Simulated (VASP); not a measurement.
# ZnS in VASP: a series of runs

ZnS is run at these levels: PBEsol; tasks: single point.

Everything below comes from runs of VASP 6.6.1. Logs are shortened: lines on timing, memory, paths and dates and some standing lists are left out, and cuts for length are marked.

## Step 1: The cell of the first run

It takes space group I-4m2 (No. 119, tetragonal). Conventional cell: a = 3.748 Å, b = 3.748 Å, c = 5.409 Å, α = 90.00°, β = 90.00°, γ = 90.00°. Zn (site symmetry -4m2) has 4 S at 2.31 Å within 3.1 Å. Within 3.1 Å of S (site symmetry -4m2) lie 4 Zn at 2.31 Å.

## Step 2: Single point, PBEsol (equal xx and yy strain of -2 %)

INCAR

```
  ALGO = Normal
  EDIFF = 1E-6
  ENCUT = 520
  GGA = PS
  ISIF = 2
  ISMEAR = -1
  LASPH = True
  LCHARG = False
  LREAL = False
  LWAVE = False
  NBANDS = 16
  NELM = 80
  PREC = Accurate
  SIGMA = 0.01
```

KPOINTS

```
k-points
0
Gamma
  9 9 9
```

POSCAR

```
ZnS
1.0
    0.0000000000      2.6505570000      2.7046500000
    2.6505570000      0.0000000000      2.7046500000
    2.6505570000      2.6505570000      0.0000000000
Zn S
1 1
Direct
    0.0000000000      0.0000000000      0.0000000000
    0.7500000000      0.7500000000      0.7500000000
```

Potentials or basis: VASP PAW PBE potentials, release 64 (Zn, S).

The run is started by

```console
> cat potpaw_PBE.64/Zn/POTCAR potpaw_PBE.64/S/POTCAR > POTCAR
> mpirun -np 1 vasp_std > vasp.out
```

OUTCAR:

```text
EDIFF = 1E-6
   ENCUT = 520
   GGA = PS
   ISIF = 2
   ISMEAR = -1
   LASPH = True
   LREAL = False
   NELM = 80
   PREC = Accurate

 ion  position               nearest neighbor table
   1  0.000  0.000  0.000-   2 2.31   2 2.31   2 2.31   2 2.31
   2  0.750  0.750  0.750-   1 2.31   1 2.31   1 2.31   1 2.31

  LATTYP: Found a body centered tetragonal cell.
 ALAT       =     3.7484536572
 C/A-ratio  =     1.4430750636

  Lattice vectors:

 A1 = (  -2.6505570000,   0.0000000000,   2.7046500000)
 A2 = (   2.6505570000,   0.0000000000,   2.7046500000)
 A3 = (   0.0000000000,   2.6505570000,  -2.7046500000)

Analysis of symmetry for initial positions (statically):
=====================================================================
 Subroutine PRICEL returns:
 Original cell was already a primitive cell.

 Routine SETGRP: Setting up the symmetry group for a
 body centered tetragonal supercell.

 Subroutine GETGRP returns: Found  8 space group operations
 (whereof  8 operations were pure point group operations)
 out of a pool of 16 trial point group operations.

The static configuration has the point symmetry D_2d.

Analysis of symmetry for dynamics (positions and initial velocities):
=====================================================================
 Subroutine PRICEL returns:
 Original cell was already a primitive cell.

 Routine SETGRP: Setting up the symmetry group for a
 body centered tetragonal supercell.

 Subroutine GETGRP returns: Found  8 space group operations
 (whereof  8 operations were pure point group operations)
 out of a pool of 16 trial point group operations.

The dynamic configuration has the point symmetry D_2d.

 Subroutine INISYM returns: Found  8 space group operations
 (whereof  8 operations are pure point group operations),
 and found     1 'primitive' translations

----------------------------------------------------------------------------------------

                                     Primitive cell

  volume of cell :      38.0028

  direct lattice vectors                    reciprocal lattice vectors
     0.000000000  2.650557000  2.704650000    -0.188639595  0.188639595  0.184866803
     2.650557000  0.000000000  2.704650000     0.188639595 -0.188639595  0.184866803
     2.650557000  2.650557000  0.000000000     0.188639595  0.188639595 -0.184866803

  length of vectors
     3.786896359  3.786896359  3.748453657     0.324569760  0.324569760  0.324569760

  position of ions in fractional coordinates (direct lattice)
     0.000000000  0.000000000  0.000000000
     0.750000000  0.750000000  0.750000000

  ion indices of the primitive-cell ions
   primitive index   ion index
                 1           1
                 2           2

----------------------------------------------------------------------------------------

 KPOINTS: k-points

Automatic generation of k-mesh.
 Grid dimensions read from file:
 generate k-points for:    9    9    9

 Generating k-lattice:

  Cartesian coordinates                     Fractional coordinates (reciprocal lattice)
    -0.020959955  0.020959955  0.020540756     0.111111111  0.000000000  0.000000000
     0.020959955 -0.020959955  0.020540756     0.000000000  0.111111111  0.000000000
     0.020959955  0.020959955 -0.020540756    -0.000000000 -0.000000000  0.111111111

  Length of vectors
     0.036063307  0.036063307  0.036063307

  Shift w.r.t. Gamma in fractional coordinates (k-lattice)
     0.000000000  0.000000000  0.000000000

 Subroutine IBZKPT returns following result:
 ===========================================

 Found     75 irreducible k-points:

 Following reciprocal coordinates:
            Coordinates               Weight
  0.000000  0.000000  0.000000      1.000000
  0.111111  0.000000  0.000000      8.000000
  0.222222  0.000000  0.000000      8.000000
  0.333333 -0.000000  0.000000      8.000000
  0.444444  0.000000  0.000000      8.000000
  0.111111  0.111111  0.000000      2.000000
[... 16 lines left out ...]
 -0.333333  0.333333  0.000000      4.000000
  0.444444  0.444444  0.000000      2.000000
 [... further k-points ...]
   k-points           NKPTS =     75   k-points in BZ     NKDIM =     75   number of bands    NBANDS=     16
   number of dos      NEDOS =    301   number of ions     NIONS =      2
   total plane-waves  NPLWV =  21952
   dimension x,y,z NGX =    28 NGY =   28 NGZ =   28
   dimension x,y,z NGXF=    56 NGYF=   56 NGZF=   56
   ions per type =               1   1
   NGX,Y,Z   is equivalent  to a cutoff of  12.29, 12.29, 12.42 a.u.
   NGXF,Y,Z  is equivalent  to a cutoff of  24.58, 24.58, 24.84 a.u.
 SYSTEM =  unknown system
   PREC   = accura    normal or accurate (medium, high low for compatibility)
   ISTART =      0    job   : 0-new  1-cont  2-samecut
   ICHARG =      2    charge: 1-file 2-atom 10-const
   ISPIN  =      1    spin polarized calculation?
   LNONCOLLINEAR =      F non collinear calculations
   LSORBIT =      F    spin-orbit coupling
   LASPH  =      T    aspherical Exc in radial PAW
   ENCUT  =  520.0 eV  38.22 Ry    6.18 a.u.   7.04  7.04  6.97*2*pi/ulx,y,z
   NELM   =     80;   NELMIN=  2; NELMDL= -5     # of ELM steps
   EDIFF  = 0.1E-05   stopping-criterion for ELM
   LREAL  =      F    real-space projection
   EDIFFG = 0.1E-04   stopping-criterion for IOM
   NSW    =      0    number of steps for IOM
   IBRION =     -1    ionic relax: 0-MD 1-quasi-New 2-CG
   NFREE  =      0    steps in history (QN), initial steepest desc. (CG)
   ISIF   =      2    stress and relaxation
   ISYM   =      2    0-nonsym 1-usesym 2-fastsym
   POTIM  = 0.5000    time-step for ionic-motion
   TEBEG  =    0.0;   TEEND  =   0.0 temperature during run
   PSTRESS=    0.0 pullay stress
   NELECT =      18.0000    total number of electrons
   NUPDOWN=      -1.0000    fix difference up-down
   EMIN   =  10.00;   EMAX   =-10.00  energy-range for DOS
   EFERMI =   0.00;   METHOD = LEGACY
   ISMEAR =    -1;   SIGMA  =   0.01  broadening in eV -4-tet -1-fermi 0-gaus
   EFERMI_NEDOS =   21; number of points for ismear=-14 and -15
   IALGO  =     38    algorithm
   IMIX   =      4    mixing-type and parameters
     AMIX     =   0.40;   BMIX     =  1.00
     AMIX_MAG =   1.60;   BMIX_MAG =  1.00
  volume/ion in A,a.u.               =      19.00       128.23
  Fermi-wavevector in a.u.,A,eV,Ry     =   1.276127  2.411530 22.157087  1.628500
  Thomas-Fermi vector in A             =   2.408801
   LORBIT       =      0    0 simple, 1 ext, 2 COOP (PROOUT), +10 PAW based schemes
   GGA     = PS    functional components
   LHFCALC =     F    Hartree Fock is set to
   AEXX    =    0.0000 exact exchange contribution
   IVDW    =     0    specifies the selected vdW correction
   LEPSILON=     F    determine dielectric tensor
   LRPA    =     F    only Hartree local field effects (RPA)
 non-spin polarized calculation
  energy-cutoff  :      520.00
  volume of cell :       38.00
 maximum number of plane-waves:      1036
   NGX = 15   NGY = 15   NGZ = 13

 number of electron      18.0000020 magnetization

 Free energy of the ion-electron system (eV)
  ---------------------------------------------------
  ext. energy  EPLUGINS =         0.00000000
  ---------------------------------------------------
  free energy    TOTEN  =        -7.58570076 eV

  energy without entropy =       -7.58570076  energy(sigma->0) =       -7.58570076

 E-fermi :   2.6209     XC(G=0): -10.0271

 val. band max:        2.3956582607   @ k =   0.0000   0.0000   0.0000
 cond. band min:       4.5099342999   @ k =   0.0000   0.0000   0.0000
 fundamental gap:      2.1142760392
 Fermi energy:         2.6209288848

 k-point     1 :       0.0000    0.0000    0.0000
  band No.  band energies     occupation
      1     -11.0539      2.00000
      2      -4.1684      2.00000
      3      -4.1555      2.00000
      4      -4.1555      2.00000
      5      -3.6200      2.00000
      6      -3.6121      2.00000
[... 8 lines left out ...]
     15      14.2365      0.00000
     16      14.3263      0.00000

 k-point     2 :       0.1111    0.0000    0.0000
  band No.  band energies     occupation
      1     -10.9533      2.00000
      2      -4.1655      2.00000
      3      -4.1443      2.00000
      4      -4.1369      2.00000
      5      -3.6211      2.00000
      6      -3.6145      2.00000
[... 8 lines left out ...]
     15      13.7359      0.00000
     16      14.9164      0.00000

 k-point     3 :       0.2222    0.0000    0.0000
  band No.  band energies     occupation
      1     -10.6805      2.00000
      2      -4.1470      2.00000
      3      -4.1036      2.00000
      4      -4.0928      2.00000
      5      -3.6182      2.00000
      6      -3.6154      2.00000
[... 8 lines left out ...]
     15      13.2977      0.00000
     16      14.6499      0.00000

 k-point     4 :       0.3333   -0.0000    0.0000
  band No.  band energies     occupation
      1     -10.3314      2.00000
      2      -4.0675      2.00000
      3      -4.0507      2.00000
      4      -4.0199      2.00000
      5      -3.6047      2.00000
      6      -3.6017      2.00000
[... 8 lines left out ...]
     15      13.9374      0.00000
     16      14.1853      0.00000

 k-point     5 :       0.4444    0.0000    0.0000
  band No.  band energies     occupation
      1     -10.0740      2.00000
      2      -4.0478      2.00000
      3      -4.0295      2.00000
      4      -3.6607      2.00000
      5      -3.5891      2.00000
      6      -3.5796      2.00000
[... 8 lines left out ...]
     15      15.3613      0.00000
     16      15.4963      0.00000

 k-point     6 :       0.1111    0.1111    0.0000
  band No.  band energies     occupation
      1     -10.9229      2.00000
      2      -4.1892      2.00000
      3      -4.1218      2.00000
      4      -4.1218      2.00000
      5      -3.6358      2.00000
      6      -3.6030      2.00000
[... 8 lines left out ...]
     15      14.4817      0.00000
     16      15.2577      0.00000

 k-point     7 :       0.2222    0.1111    0.0000
  band No.  band energies     occupation
      1     -10.7097      2.00000
      2      -4.1917      2.00000
      3      -4.0813      2.00000
      4      -4.0772      2.00000
      5      -3.6455      2.00000
      6      -3.5955      2.00000
[... 8 lines left out ...]
     15      14.3070      0.00000
     16      15.9493      0.00000

 k-point     8 :       0.3333    0.1111    0.0000
  band No.  band energies     occupation
      1     -10.3838      2.00000
      2      -4.1307      2.00000
      3      -4.0299      2.00000
      4      -4.0219      2.00000
      5      -3.6324      2.00000
      6      -3.5865      2.00000
[... 8 lines left out ...]
     15      14.6457      0.00000
     16      15.2821      0.00000

 k-point     9 :       0.4444    0.1111    0.0000
  band No.  band energies     occupation
      1     -10.0865      2.00000
      2      -4.0600      2.00000
      3      -4.0038      2.00000
      4      -3.8154      2.00000
      5      -3.5803      2.00000
      6      -3.5774      2.00000
[... 8 lines left out ...]
     15      15.3049      0.00000
     16      15.7252      0.00000
[... 172 lines left out ...]
 k-point    19 :      -0.2222    0.2222    0.0000
  band No.  band energies     occupation
      1     -10.2043      2.00000
      2      -4.0523      2.00000
      3      -4.0123      2.00000
      4      -4.0013      2.00000
      5      -3.6396      2.00000
      6      -3.5545      2.00000
[... 8 lines left out ...]
     15      16.1151      0.00000
     16      16.8861      0.00000

 k-point    20 :       0.3333    0.3333    0.0000
  band No.  band energies     occupation
      1     -10.1087      2.00000
      2      -4.2529      2.00000
      3      -3.8983      2.00000
      4      -3.8983      2.00000
      5      -3.6456      2.00000
      6      -3.5535      2.00000
[... 8 lines left out ...]
     15      15.5674      0.00000
     16      19.6602      0.00000

 k-point    21 :       0.4444    0.3333    0.0000
  band No.  band energies     occupation
      1      -9.8926      2.00000
      2      -4.2084      2.00000
      3      -3.8520      2.00000
      4      -3.8402      2.00000
      5      -3.5497      2.00000
      6      -3.5456      2.00000
[... 8 lines left out ...]
     15      16.1564      0.00000
     16      17.8259      0.00000

 k-point    22 :      -0.4444    0.3333    0.0000
  band No.  band energies     occupation
      1      -9.7615      2.00000
      2      -4.1185      2.00000
      3      -3.8493      2.00000
      4      -3.7602      2.00000
      5      -3.5697      2.00000
      6      -3.3265      2.00000
[... 8 lines left out ...]
     15      15.4879      0.00000
     16      17.6980      0.00000

 k-point    23 :      -0.3333    0.3333    0.0000
  band No.  band energies     occupation
      1      -9.7875      2.00000
      2      -4.0645      2.00000
      3      -3.8906      2.00000
      4      -3.6807      2.00000
      5      -3.6022      2.00000
      6      -3.3252      2.00000
[... 8 lines left out ...]
     15      14.1057      0.00000
     16      18.8574      0.00000

 k-point    24 :       0.4444    0.4444    0.0000
  band No.  band energies     occupation
      1      -9.7689      2.00000
      2      -4.2451      2.00000
      3      -3.7977      2.00000
      4      -3.7977      2.00000
      5      -3.5364      2.00000
      6      -3.4772      2.00000
[... 8 lines left out ...]
     15      16.1243      0.00000
     16      17.5367      0.00000

 [... further k-points ...]

------------------------ aborting loop because EDIFF is reached ----------------------------------------

  FORCE on cell =-STRESS in cart. coord.  units (eV):
  Direction    XX          YY          ZZ          XY          YZ          ZX
  --------------------------------------------------------------------------------------
  -------------------------------------------------------------------------------------
  Total        0.3245741      0.3245741      0.1178966      0.0000000     -0.0000000      0.0000000
  in kB       13.6838754     13.6838754      4.9704605      0.0000000     -0.0000000      0.0000000
  external PRESSURE =      10.7794038 kB  Pullay stress =       0.0000000 kB

 VOLUME and BASIS-vectors are now :
 -----------------------------------------------------------------------------
  energy-cutoff  :      520.00
  volume of cell :       38.00
      direct lattice vectors                 reciprocal lattice vectors
     0.000000000  2.650557000  2.704650000    -0.188639595  0.188639595  0.184866803
     2.650557000  0.000000000  2.704650000     0.188639595 -0.188639595  0.184866803
     2.650557000  2.650557000  0.000000000     0.188639595  0.188639595 -0.184866803

 POSITION                                       TOTAL-FORCE (eV/Angst)
 -----------------------------------------------------------------------------------
      0.00000      0.00000      0.00000         0.000000      0.000000      0.000000
      3.97584      3.97584      4.05697        -0.000000     -0.000000     -0.000000
 -----------------------------------------------------------------------------------
    total drift:                               -0.000002     -0.000002     -0.000002

  FREE ENERGIE OF THE ION-ELECTRON SYSTEM (eV)
  ---------------------------------------------------
  free  energy   TOTEN  =        -7.5857007629 eV

  energy  without entropy=       -7.5857007629  energy(sigma->0) =       -7.58570076
```

Run time: 59 s. Hardware: 1 thread of Intel Xeon 8259CL, shared host; peak memory 0.18 GiB.

What came out:

| Property | Result |
| --- | --- |
| Free energy | -7.5857 eV |
| Pressure | 1.1 GPa |
| Band gap on the k mesh | 2.11 eV |

Stress tensor (GPa, compression positive):
```
1.37 0.00 0.00
0.00 1.37 0.00
0.00 0.00 0.50
```

Levels at points of the mesh, in eV from the valence-band top:
```csv
k point,band 7,band 8,band 9,band 10,band 11,band 12
"(0.00, 0.00, 0.00)",-0.08,0.00,0.00,2.11,6.25,6.26
```

Caveat: the cell differs from its parent crystal (equal xx and yy strain of -2 %); the PAW data sets were made with another functional, which shifts forces and pressure a little.

## Step 3: Single point, PBEsol (zz strain of -1 %)

INCAR

```
SYSTEM = ZnS
PREC = Accurate ; ENCUT = 520
EDIFF = 1E-6 ; ISMEAR = -1
SIGMA = 0.01 ; LREAL = .False.
LASPH = .True. ; NELM = 100
ALGO = Normal ; ISIF = 2
LWAVE = .False. ; LCHARG = .True.
GGA = PS ; LELF = .True.
LVHAR = .True. ; NBANDS = 16
```

KPOINTS

```
Automatic mesh
0
Gamma
  9 9 9
  0 0 0
```

POSCAR

```
ZnS
1.0
    0.0000000000      2.7046500000      2.6776035000
    2.7046500000      0.0000000000      2.6776035000
    2.7046500000      2.7046500000      0.0000000000
Zn S
1 1
Direct
    0.0000000000      0.0000000000      0.0000000000
    0.7500000000      0.7500000000      0.7500000000
```

Potentials or basis: VASP PAW PBE potentials, release 64 (Zn, S).

The run is started by

```console
> cat potpaw_PBE.64/Zn/POTCAR potpaw_PBE.64/S/POTCAR > POTCAR
> mpirun -np 1 vasp_std > vasp.out
```

Run time: 66 s. Hardware: 1 thread of Intel Xeon 8259CL, shared host; peak memory 0.18 GiB.

The run converged. Its results:

| Property | Result |
| --- | --- |
| Free energy | -7.5861 eV |
| Pressure | -1.3 GPa |
| Band gap on the k mesh | 1.98 eV |

Stress tensor (GPa, compression positive):
```
-1.42  0.00  0.00
 0.00 -1.42  0.00
 0.00  0.00 -1.00
```

Levels at points of the mesh, in eV from the valence-band top:
```tsv
k point	band 6	band 7	band 8	band 9	band 10	band 11	band 12	band 13
(0.00, 0.00, 0.00)	-5.91	-0.03	-0.03	0.00	1.98	6.28	6.28	6.28
```

Caveat: the cell differs from its parent crystal (zz strain of -1 %); the PAW data sets were made with another functional, which shifts forces and pressure a little.

## Step 4: Single point, PBEsol (zz strain of +1 %)

INCAR

```
SYSTEM = ZnS
  PREC = Accurate
  ENCUT = 520
  EDIFF = 1E-6
  ISMEAR = -1
  SIGMA = 0.01
  LREAL = .False.
  LASPH = .True.
  NELM = 60
  ALGO = Normal
  ISIF = 2
  LWAVE = .False.
  LCHARG = .True.
  GGA = PS
  LELF = .True.
  LVHAR = .True.
  NBANDS = 16
```

KPOINTS

```
regular mesh
0
Gamma
  9 9 9
  0 0 0
```

POSCAR

```
ZnS
1.0
    0.0000000000      2.7046500000      2.7316965000
    2.7046500000      0.0000000000      2.7316965000
    2.7046500000      2.7046500000      0.0000000000
Zn S
1 1
Direct
    0.0000000000      0.0000000000      0.0000000000
    0.7500000000      0.7500000000      0.7500000000
```

The run is started by

```console
> cat potpaw_PBE.64/Zn/POTCAR potpaw_PBE.64/S/POTCAR > POTCAR
> mpirun -np 1 vasp_std > vasp.out
```

Wall time 81 s (1 thread of Intel Xeon 8259CL, shared host); peak memory 0.19 GiB.

Results (log left out):

```
Free energy            : -7.5764 eV
Pressure               : -2.7 GPa
Band gap on the k mesh : 1.91 eV
```

Stress tensor (GPa, compression positive):
```
-2.53  0.00  0.00
 0.00 -2.53  0.00
 0.00  0.00 -2.97
```

Levels at points of the mesh, in eV from the valence-band top:
```
           k point  band 6  band 7  band 8  band 9  band 10  band 11  band 12  band 13
(0.00, 0.00, 0.00)   -5.85   -0.04    0.00    0.00     1.91     6.30     6.31     6.31
```

Caveat: the cell differs from its parent crystal (zz strain of +1 %); the PAW data sets were made with another functional, which shifts forces and pressure a little.

(Continued in part 2 of 2.)
